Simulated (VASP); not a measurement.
The system is LiF.

```
CELL_PARAMETERS angstrom
0.00000 2.13453 2.16051
2.13453 0.00000 2.16051
2.13453 2.13453 0.00000
ATOMIC_POSITIONS crystal
Li 0.00000 0.00000 0.00000
F 0.25000 0.25000 0.25000
```

This cell differs from its parent crystal: epitaxial xy strain -0.5%.

Base run:

| Item | Value |
| --- | --- |
| Program | VASP 6.6.1 |
| Functional | r2SCAN |
| Potentials or basis | VASP PAW PBE potentials, release 64 (Li_sv, F) |
| Cutoff | 520 eV |
| k mesh | 10 × 10 × 10 |
| Occupations | gaussian, width 0.01 eV |
| Spin | no spin polarisation |

Its results: band gap on the k mesh 8.76 eV.

Q: The run is repeated on the same cell with these changes: functional from r2SCAN to PBE; occupations from gaussian, width 0.01 eV to fermi-dirac, width 0.02 eV. What comes out?

A: Band gap on the k mesh 7.92 eV.

A k mesh can miss the band edges.
